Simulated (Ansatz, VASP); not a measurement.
# Two plane-wave programs on Mg16O

File INCAR:

```
SYSTEM = Mg16O
PREC = Accurate ; ENCUT = 520
EDIFF = 1E-6 ; ISMEAR = 0
SIGMA = 0.1 ; LREAL = Auto
LASPH = .True. ; NELM = 80
ALGO = Normal ; ISIF = 2
LWAVE = .False. ; LCHARG = .False.
LDIPOL = .True. ; IDIPOL = 3
DIPOL = 0.5 0.5 0.332 ; GGA = PE
NBANDS = 33
```

KPOINTS

```
Automatic mesh
0
Gamma
  6 6 1
  0 0 0
```

File POSCAR:

```
Mg16O
1.0
    6.4201385705      0.0000000000      0.0000000000
   -3.2100692852      5.5600030979      0.0000000000
    0.0000000000      0.0000000000     24.7147783802
Mg O
16 1
Direct
    0.3333333333      0.1666666667      0.1618464847
    0.3333333333      0.6666666667      0.1618464847
    0.8333333333      0.1666666667      0.1618464847
    0.8333333333      0.6666666667      0.1618464847
    0.1666666667      0.3333333333      0.2657906286
    0.1666666667      0.8333333333      0.2657906286
    0.6666666667      0.3333333333      0.2657906286
    0.6666666667      0.8333333333      0.2657906286
    0.3333333333      0.1666666667      0.3682830748
    0.3333333333      0.6666666667      0.3682830748
    0.8333333333      0.1666666667      0.3682830748
    0.8333333333      0.6666666667      0.3682830748
    0.1666666667      0.3333333333      0.4739989249
    0.1666666667      0.8333333333      0.4739989249
    0.6666666667      0.3333333333      0.4739989249
    0.6666666667      0.8333333333      0.4739989249
    0.6111111111     -0.1111111111      0.5642283401
```

Input for Ansatz:

```yaml
crystal:
  lattice:
    - [6.4201385705, 0.0, 0.0]
    - [-3.2100692852, 5.5600030979, 0.0]
    - [0.0, 0.0, 24.7147783802]
  atoms:
    - { symbol: Mg, position: [0.3333333333, 0.1666666667, 0.1618464847] }
    - { symbol: Mg, position: [0.3333333333, 0.6666666667, 0.1618464847] }
    - { symbol: Mg, position: [0.8333333333, 0.1666666667, 0.1618464847] }
    - { symbol: Mg, position: [0.8333333333, 0.6666666667, 0.1618464847] }
    - { symbol: Mg, position: [0.1666666667, 0.3333333333, 0.2657906286] }
    - { symbol: Mg, position: [0.1666666667, 0.8333333333, 0.2657906286] }
    - { symbol: Mg, position: [0.6666666667, 0.3333333333, 0.2657906286] }
    - { symbol: Mg, position: [0.6666666667, 0.8333333333, 0.2657906286] }
    - { symbol: Mg, position: [0.3333333333, 0.1666666667, 0.3682830748] }
    - { symbol: Mg, position: [0.3333333333, 0.6666666667, 0.3682830748] }
    - { symbol: Mg, position: [0.8333333333, 0.1666666667, 0.3682830748] }
    - { symbol: Mg, position: [0.8333333333, 0.6666666667, 0.3682830748] }
    - { symbol: Mg, position: [0.1666666667, 0.3333333333, 0.4739989249] }
    - { symbol: Mg, position: [0.1666666667, 0.8333333333, 0.4739989249] }
    - { symbol: Mg, position: [0.6666666667, 0.3333333333, 0.4739989249] }
    - { symbol: Mg, position: [0.6666666667, 0.8333333333, 0.4739989249] }
    - { symbol: O, position: [0.6111111111, -0.1111111111, 0.5642283401] }
basis:
  ecutwfc: 420
kpoints:
  mp_grid: { grid: [6, 6, 1] }
hamiltonian:
  xc: pbe
scf:
  occupations: { method: gaussian, width: 0.1 }
output:
  forces: true
  eigenvalues: true
  write_density: true
  write_potential: true
  elf: true
  volumetric_format: npy
efield:
  axis: 3
  dipole_correction: true
  ramp_width: 0.04
```

Alike in both runs: task single point; functional PBE; k mesh 6 × 6 × 1; occupations gaussian, width 0.1 eV; no spin polarisation.

|  | VASP | Ansatz |
| --- | --- | --- |
| version | VASP 6.6.1 | Ansatz 0.2.0 |
| potentials or method | VASP PAW PBE potentials, release 64 (Mg, O), cutoff 520 eV | scalar-relativistic, plane waves, PAW |
| valence electrons in the cell | 38 | 166 |

Ansatz gave:

- gap on the k mesh at the Fermi level (eV): none
- rms of the force components (eV/Å): 0.563

Q: Which values does VASP return?

A: gap on the k mesh at the Fermi level (eV): none; rms of the force components (eV/Å): 0.561.

Atom by atom the forces differ by 0.004 eV/Å (rms over components). A gap of «none» marks a metal or a gap that the smearing closes. With one functional, cell and mesh, what is left measures potentials, basis and numerics. VASP's potentials hold 38 valence electrons a cell and Ansatz's 166, so a difference there can come from the potentials and not from the codes. Ansatz's warnings: xc potential rough in thin density.
